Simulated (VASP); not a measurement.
# Ta3H in VASP: relaxation of the atoms with PBE

Aim: the relaxation of the atoms of Ta3H with PBE.

Program: VASP 6.6.1. These are calculated values, not measurements. Logs are shortened: lines on timing, memory, paths and dates and some standing lists are left out, and cuts for length are marked.

## 1. The cell of the first run

The cell holds a slab with vacuum, 4 atoms: a = 2.874 Å, b = 2.874 Å, c = 20.027 Å, α = 90.00°, β = 90.00°, γ = 109.47°.

## 2. Relaxation of the atoms, PBE

INCAR

```
SYSTEM = Ta3H
  PREC = Accurate
  ENCUT = 520
  EDIFF = 1E-6
  ISMEAR = 0
  SIGMA = 0.1
  LREAL = .FALSE.
  LASPH = .TRUE.
  NELM = 80
  ALGO = Normal
  ISIF = 2
  LWAVE = .FALSE.
  LCHARG = .FALSE.
  LDIPOL = .TRUE.
  IDIPOL = 3
  DIPOL = 0.5 0.5 0.358
  GGA = PE
  IBRION = 2
  NSW = 36
  EDIFFG = -0.025
```

KPOINTS

```
Automatic mesh
0
G
  10 10 1
  0 0 0
```

POSCAR

```
Ta3H
1.0
    2.8743098524      0.0000000000      0.0000000000
   -0.9581032841      2.7099253172      0.0000000000
    0.0000000000      0.0000000000     20.0266897040
Ta H
3 1
Selective dynamics
Direct
    0.5000000000      0.5000000000      0.1997334587  F F F
    0.0000000000      0.0000000000      0.3127671377  F F F
    0.5000000000      0.5000000000      0.4257663064  F F F
    0.6666666667      1.0000000000      0.4943761705  F F T
```

Potentials or basis: VASP PAW PBE potentials, release 64 (Ta_pv, H).

Launch:

```sh
$ cat potpaw_PBE.64/Ta_pv/POTCAR potpaw_PBE.64/H/POTCAR > POTCAR
$ mpirun -np 1 vasp_std > vasp.out
```

OUTCAR:

```text
SYSTEM = Ta3H
   PREC = Accurate
   ENCUT = 520
   EDIFF = 1E-6
   ISMEAR = 0
   LREAL = .FALSE.
   LASPH = .TRUE.
   NELM = 80
   ISIF = 2
   GGA = PE
   IBRION = 2
   NSW = 36
   EDIFFG = -0.025

 ion  position               nearest neighbor table
   1  0.500  0.500  0.200-   2 2.81   2 2.81   2 3.26   2 3.26
   2  0.000  0.000  0.313-   3 2.81   3 2.81   1 2.81   1 2.81   3 3.26   3 3.26   1 3.26   1 3.26

   3  0.500  0.500  0.426-   4 1.93   4 2.15   2 2.81   2 2.81   2 3.26   2 3.26
   4  0.667  0.000  0.494-   3 1.93   3 2.15

  LATTYP: Found a base centered orthorhombic cell.
 ALAT       =     3.3189671341
 B/A-ratio  =     1.4142135623
 C/A-ratio  =     6.0340126596

  Lattice vectors:

 A1 = (   2.8743098524,   0.0000000000,   0.0000000000)
 A2 = (  -0.9581032841,   2.7099253172,   0.0000000000)
 A3 = (   0.0000000000,   0.0000000000,  20.0266897040)

Analysis of symmetry for initial positions (statically):
=====================================================================
 Subroutine PRICEL returns:
 Original cell was already a primitive cell.

 Routine SETGRP: Setting up the symmetry group for a
 base centered orthorhombic supercell.

 Subroutine GETGRP returns: Found  1 space group operations
 (whereof  1 operations were pure point group operations)
 out of a pool of  8 trial point group operations.

The static configuration has the point symmetry C_1 .

Analysis of symmetry for dynamics (positions and initial velocities):
=====================================================================
 Subroutine PRICEL returns:
 Original cell was already a primitive cell.

 Routine SETGRP: Setting up the symmetry group for a
 base centered orthorhombic supercell.

 Subroutine GETGRP returns: Found  1 space group operations
 (whereof  1 operations were pure point group operations)
 out of a pool of  8 trial point group operations.

The dynamic configuration has the point symmetry C_1 .

Analysis of constrained symmetry for selective dynamics:
=====================================================================
 Subroutine PRICEL returns:
 Original cell was already a primitive cell.

 Routine SETGRP: Setting up the symmetry group for a
 base centered orthorhombic supercell.

 Subroutine GETGRP returns: Found  1 space group operations
 (whereof  1 operations were pure point group operations)
 out of a pool of  8 trial point group operations.

The constrained configuration has the point symmetry C_1 .

 Subroutine INISYM returns: Found  1 space group operations
 (whereof  1 operations are pure point group operations),
 and found     1 'primitive' translations

----------------------------------------------------------------------------------------

                                     Primitive cell

  volume of cell :     155.9912

  direct lattice vectors                    reciprocal lattice vectors
     2.874309852  0.000000000  0.000000000     0.347909603  0.123004620  0.000000000
    -0.958103284  2.709925317  0.000000000     0.000000000  0.369013859  0.000000000
     0.000000000  0.000000000 20.026689704     0.000000000  0.000000000  0.049933365

  length of vectors
     2.874309852  2.874309852 20.026689704     0.369013859  0.369013859  0.049933365

  position of ions in fractional coordinates (direct lattice)
     0.500000000  0.500000000  0.199733459
     0.000000000  0.000000000  0.312767138
     0.500000000  0.500000000  0.425766306
     0.666666667  0.000000000  0.494376170

  ion indices of the primitive-cell ions
   primitive index   ion index
                 1           1
                 2           2
                 3           3
                 4           4

----------------------------------------------------------------------------------------

 KPOINTS: Automatic mesh

Automatic generation of k-mesh.
 Grid dimensions read from file:
 generate k-points for:   10   10    1

 Generating k-lattice:

  Cartesian coordinates                     Fractional coordinates (reciprocal lattice)
     0.034790960  0.012300462  0.000000000     0.100000000  0.000000000  0.000000000
     0.000000000  0.036901386  0.000000000     0.000000000  0.100000000  0.000000000
     0.000000000  0.000000000  0.049933365     0.000000000  0.000000000  1.000000000

  Length of vectors
     0.036901386  0.036901386  0.049933365

  Shift w.r.t. Gamma in fractional coordinates (k-lattice)
     0.000000000  0.000000000  0.000000000

 Subroutine IBZKPT returns following result:
 ===========================================

 Found     52 irreducible k-points:

 Following reciprocal coordinates:
            Coordinates               Weight
  0.000000  0.000000  0.000000      1.000000
  0.100000  0.000000  0.000000      2.000000
  0.000000  0.100000  0.000000      2.000000
  0.200000  0.000000  0.000000      2.000000
  0.000000  0.200000  0.000000      2.000000
  0.300000  0.000000  0.000000      2.000000
[... 16 lines left out ...]
 -0.300000  0.100000  0.000000      2.000000
  0.100000 -0.300000  0.000000      2.000000
 [... further k-points ...]
   k-points           NKPTS =     52   k-points in BZ     NKDIM =     52   number of bands    NBANDS=     21
   number of dos      NEDOS =    301   number of ions     NIONS =      4
   total plane-waves  NPLWV =  86400
   dimension x,y,z NGX =    24 NGY =   24 NGZ =  150
   dimension x,y,z NGXF=    48 NGYF=   48 NGZF=  300
   ions per type =               3   1
   NGX,Y,Z   is equivalent  to a cutoff of  13.88, 13.88, 12.45 a.u.
   NGXF,Y,Z  is equivalent  to a cutoff of  27.76, 27.76, 24.90 a.u.
 SYSTEM =  Ta3H
   PREC   = accura    normal or accurate (medium, high low for compatibility)
   ISTART =      0    job   : 0-new  1-cont  2-samecut
   ICHARG =      2    charge: 1-file 2-atom 10-const
   ISPIN  =      1    spin polarized calculation?
   LNONCOLLINEAR =      F non collinear calculations
   LSORBIT =      F    spin-orbit coupling
   LASPH  =      T    aspherical Exc in radial PAW
   ENCUT  =  520.0 eV  38.22 Ry    6.18 a.u.   5.34  5.34 37.24*2*pi/ulx,y,z
   NELM   =     80;   NELMIN=  2; NELMDL= -5     # of ELM steps
   EDIFF  = 0.1E-05   stopping-criterion for ELM
   LREAL  =      F    real-space projection
   EDIFFG = -.3E-01   stopping-criterion for IOM
   NSW    =     36    number of steps for IOM
   IBRION =      2    ionic relax: 0-MD 1-quasi-New 2-CG
   NFREE  =      1    steps in history (QN), initial steepest desc. (CG)
   ISIF   =      2    stress and relaxation
   ISYM   =      2    0-nonsym 1-usesym 2-fastsym
   POTIM  = 0.5000    time-step for ionic-motion
   TEBEG  =    0.0;   TEEND  =   0.0 temperature during run
   PSTRESS=    0.0 pullay stress
   NELECT =      34.0000    total number of electrons
   NUPDOWN=      -1.0000    fix difference up-down
   EMIN   =  10.00;   EMAX   =-10.00  energy-range for DOS
   EFERMI =   0.00;   METHOD = LEGACY
   ISMEAR =     0;   SIGMA  =   0.10  broadening in eV -4-tet -1-fermi 0-gaus
   EFERMI_NEDOS =   21; number of points for ismear=-14 and -15
   IALGO  =     38    algorithm
   IMIX   =      4    mixing-type and parameters
     AMIX     =   0.40;   BMIX     =  1.00
     AMIX_MAG =   1.60;   BMIX_MAG =  1.00
  volume/ion in A,a.u.               =      39.00       263.17
  Fermi-wavevector in a.u.,A,eV,Ry     =   0.985223  1.861801 13.206684  0.970664
  Thomas-Fermi vector in A             =   2.116514
   LORBIT       =      0    0 simple, 1 ext, 2 COOP (PROOUT), +10 PAW based schemes
   GGA     = PE    functional components
   LHFCALC =     F    Hartree Fock is set to
   AEXX    =    0.0000 exact exchange contribution
   IVDW    =     0    specifies the selected vdW correction
   LEPSILON=     F    determine dielectric tensor
   LRPA    =     F    only Hartree local field effects (RPA)
 conjugate gradient relaxation of ions
 non-spin polarized calculation
 Gauss-broadening in eV      SIGMA  =   0.10
  energy-cutoff  :      520.00
  volume of cell :      155.99
 maximum number of plane-waves:      4238
 NGX is ok and might be reduce to    24
   NGX = 11   NGY = 11   NGZ = 75

--------------------------------------- Ionic step        1  -------------------------------------------

 number of electron      33.9999997 magnetization

 Free energy of the ion-electron system (eV)
  ---------------------------------------------------
  ext. energy  EPLUGINS =         0.00000000
  ---------------------------------------------------
  free energy    TOTEN  =       -37.21927575 eV

  energy without entropy =      -37.20540662  energy(sigma->0) =      -37.21234118

------------------------ aborting loop because EDIFF is reached ----------------------------------------

  FORCE on cell =-STRESS in cart. coord.  units (eV):
  Direction    XX          YY          ZZ          XY          YZ          ZX
  --------------------------------------------------------------------------------------
  -------------------------------------------------------------------------------------
  Total       -1.9158488     -2.1430423     -0.0482318     -0.3887593      1.0264281      0.1230101
  in kB      -19.6775822    -22.0110750     -0.4953862     -3.9929265     10.5423891      1.2634299
  external PRESSURE =     -14.0613478 kB  Pullay stress =       0.0000000 kB
[... 57 lines left out ...]
  FREE ENERGIE OF THE ION-ELECTRON SYSTEM (eV)
  ---------------------------------------------------
  free  energy   TOTEN  =       -37.2315694143 eV

  energy  without entropy=      -37.2178800016  energy(sigma->0) =      -37.22472471

 dipolmoment           0.000000      0.000000      0.010195 electrons x Angstroem

--------------------------------------- Ionic step        3  -------------------------------------------

 number of electron      33.9999997 magnetization

 dipolmoment           0.000000      0.000000     -0.006147 electrons x Angstroem

 Free energy of the ion-electron system (eV)
  ---------------------------------------------------
  ext. energy  EPLUGINS =         0.00000000
  ---------------------------------------------------
  free energy    TOTEN  =       -37.24852085 eV

  energy without entropy =      -37.23535187  energy(sigma->0) =      -37.24193636

 E-fermi :  -0.8869     XC(G=0):  -5.5330

 val. band max:       -0.8935707013   @ k =  -0.2000   0.2000   0.0000
 cond. band min:      -0.8848770670   @ k =   0.1000   0.1000   0.0000
 fundamental gap:      0.0086936344
 Fermi energy:        -0.8868588694

 k-point     1 :       0.0000    0.0000    0.0000
  band No.  band energies     occupation
      1     -35.3743      2.00000
      2     -35.0793      2.00000
      3     -34.6435      2.00000
      4     -34.5459      2.00000
      5     -34.3601      2.00000
      6     -34.3333      2.00000
[... 565 lines left out ...]
     20       1.1267      0.00000
     21       1.7125      0.00000

 [... further k-points ...]

------------------------ aborting loop because EDIFF is reached ----------------------------------------

 vacuum level on the upper side and lower side of the slab       (xc-potential included)        -0.254        -0.129

  FORCE on cell =-STRESS in cart. coord.  units (eV):
  Direction    XX          YY          ZZ          XY          YZ          ZX
  --------------------------------------------------------------------------------------
  -------------------------------------------------------------------------------------
  Total       -1.8020498     -1.5376141      0.7053964     -0.4932161      1.3249979      0.1717535
  in kB      -18.5087593    -15.7927534      7.2450898     -5.0657963     13.6089834      1.7640710
  external PRESSURE =      -9.0188076 kB  Pullay stress =       0.0000000 kB
[... 19 lines left out ...]
  FREE ENERGIE OF THE ION-ELECTRON SYSTEM (eV)
  ---------------------------------------------------
  free  energy   TOTEN  =       -37.2485208461 eV

  energy  without entropy=      -37.2353518684  energy(sigma->0) =      -37.24193636

 reached required accuracy - stopping structural energy minimisation

 vacuum level on the upper side and lower side of the slab         3.596         3.711
```

Run time: 4.1 min. Hardware: 1 thread of Intel Xeon 6975P-C (Granite Rapids), shared host; peak memory 0.37 GiB.

What came out:

```yaml
Free_energy: -37.2485 eV
Energy_gained_by_relaxing: 7.3 meV/atom
Ionic_steps: 3
Band_gap_on_the_k_mesh: zero (bands 17 and 18 overlap by 1.48 eV)
```

Step by step:
| step | energy change (eV) | largest force on free atoms (eV/Å) | pressure (GPa) |
| --- | --- | --- | --- |
| 1 | 0.0000 | 0.5363 | -1.41 |
| 2 | -0.0123 | 0.4133 | -1.29 |
| 3 | -0.0292 | 0.0173 | -0.90 |

Final structure:
```xyz
4
Lattice="2.8743 0.0000 0.0000 -0.9581 2.7099 0.0000 0.0000 0.0000 20.0267" Properties=species:S:1:pos:R:3 pbc="T T T"
Ta    0.9581    1.3550    4.0000
Ta    0.0000    0.0000    6.2637
Ta    0.9581    1.3550    8.5267
H     1.9162    0.0000    9.7972
```

Caveat: spin-orbit coupling is left out, which moves the levels of the heavy elements.
